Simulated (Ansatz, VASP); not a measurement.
Two plane-wave programs on Al

```
Al
1.0
     0.00000    2.00825    2.00825
     2.00825    0.00000    2.00825
     2.00825    2.00825    0.00000
Al
1
Direct
  0.00000 0.00000 0.00000
```

Alike in both runs: functional PBEsol; k mesh 20 × 20 × 20; occupations fermi-dirac, width 0.15 eV; no spin polarisation.

Ansatz relaxed the structure, and its values are those at the end. VASP's run is a single point on that final structure, the one shown.

|  | VASP | Ansatz |
| --- | --- | --- |
| version | VASP 6.6.1 | Ansatz 0.2.0 |
| potentials or method | VASP PAW PBE potentials, release 64 (Al), cutoff 500 eV | scalar-relativistic, plane waves, PAW |
| valence electrons in the cell | 3 | 3 |

Ansatz gave:

| Property | Result |
| --- | --- |
| gap on the k mesh at the Fermi level (eV) | none |
| pressure (GPa) | 0.0 |

Estimate VASP's values.

gap on the k mesh at the Fermi level (eV): none; pressure (GPa): 0.1.

VASP's potentials were made for PBE, not for PBEsol. A gap of «none» marks a metal or a gap that the smearing closes.
